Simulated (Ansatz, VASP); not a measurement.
AlCu3: VASP beside Ansatz

Contents of POSCAR:

```
AlCu3
1.0
    3.6778762638      0.0000000000      0.0000000000
    0.0000000000      3.6778762638      0.0000000000
    0.0000000000      0.0000000000      3.6778762638
Al Cu
1 3
Direct
    0.0000000000      0.0000000000      0.0000000000
    0.5000000000      0.5000000000      0.0000000000
    0.5000000000      0.0000000000      0.5000000000
    0.0000000000      0.5000000000      0.5000000000
```

File INCAR.step1:

```
SYSTEM = AlCu3
  ALGO = Normal
  EDIFF = 1E-4
  ENCUT = 520
  GGA = PE
  ISMEAR = 0
  LASPH = .TRUE.
  LCHARG = .FALSE.
  LREAL = .FALSE.
  LWAVE = .TRUE.
  NBANDS = 26
  NELM = 100
  PREC = Accurate
  SIGMA = 0.1
```

INCAR.step2

```
SYSTEM = AlCu3
  ALGO = Normal
  EDIFF = 1E-7
  ENCUT = 520
  ISIF = 2
  ISMEAR = 0
  ISTART = 1
  LASPH = .TRUE.
  LCHARG = .FALSE.
  LMIXTAU = .TRUE.
  LREAL = .FALSE.
  LWAVE = .FALSE.
  METAGGA = R2SCAN
  NBANDS = 26
  NELM = 100
  PREC = Accurate
  SIGMA = 0.1
```

File KPOINTS:

```
k-points
0
G
  12 12 12
  0 0 0
```

Input for Ansatz:

```yaml
crystal:
  lattice:
    - [3.6778762686, 0.0, 0.0]
    - [0.0, 3.6778762686, 0.0]
    - [0.0, 0.0, 3.6778762686]
  atoms:
    - { symbol: Al, position: [0.0, 0.0, 0.0] }
    - { symbol: Cu, position: [0.5, 0.5, 0.0] }
    - { symbol: Cu, position: [0.5, 0.0, 0.5] }
    - { symbol: Cu, position: [0.0, 0.5, 0.5] }
basis:
  ecutwfc: 500
kpoints:
  mp_grid: { grid: [12, 12, 12] }
hamiltonian:
  xc: r2scan
scf:
  occupations: { method: gaussian, width: 0.1 }
output:
  forces: true
  stress: true
  eigenvalues: true
```

Alike in both runs: task single point; functional r2SCAN; k mesh 12 × 12 × 12; occupations gaussian, width 0.1 eV; no spin polarisation.

|  | VASP | Ansatz |
| --- | --- | --- |
| version | VASP 6.6.1 | Ansatz 0.2.0 |
| potentials or method | VASP PAW PBE potentials, release 64 (Al, Cu), cutoff 520 eV | scalar-relativistic, plane waves, PAW |
| valence electrons in the cell | 36 | 60 |

VASP gave:

```
gap on the k mesh at the Fermi level (eV) : none
pressure (GPa)                            : -3.8
```

Question: What did Ansatz give for the same quantities?

Answer: gap on the k mesh at the Fermi level (eV): none; pressure (GPa): -4.2.

VASP's potentials were made for PBE, not for r2SCAN. A gap of «none» marks a metal or a gap that the smearing closes. The functional is the same, so the differences come from potentials, cutoffs and numerics. VASP's potentials hold 36 valence electrons a cell and Ansatz's 60, so a difference there can come from the potentials and not from the codes.
